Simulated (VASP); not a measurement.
Input of a VASP 6.6.1 run:

Contents of INCAR:

```
SYSTEM = C
PREC = Accurate
ENCUT = 520
EDIFF = 1E-6
ISMEAR = -1
SIGMA = 0.05
LREAL = .FALSE.
LASPH = .TRUE.
NELM = 60
ALGO = Normal
ISIF = 2
LWAVE = .FALSE.
LCHARG = .FALSE.
GGA = PS
NBANDS = 11
```

KPOINTS

```
regular mesh
0
G
  13 13 13
  0 0 0
```

The input POSCAR:

```
C
1.0
    0.0000000000      1.7833700000      1.7833700000
    1.7833700000      0.0000000000      1.7833700000
    1.7833700000      1.7833700000      0.0000000000
C
2
Direct
    0.7500000000      0.7500000000      0.7500000000
    0.5000000000      0.5000000000      0.5000000000
```

Potentials or basis: VASP PAW PBE potentials, release 64 (C).

The run is started by

```bash
$ cat potpaw_PBE.64/C/POTCAR > POTCAR
$ mpirun -np 1 vasp_std > vasp.out
```

Question: Estimate the pressure.

Answer: -3.8 GPa.

Question: Predict the band gap on the k mesh.

Answer: 4.01 eV, indirect (least direct gap 5.54 eV).

Caveat: the PAW data sets were made with another functional, which shifts forces and pressure a little. A k mesh can miss the band edges.
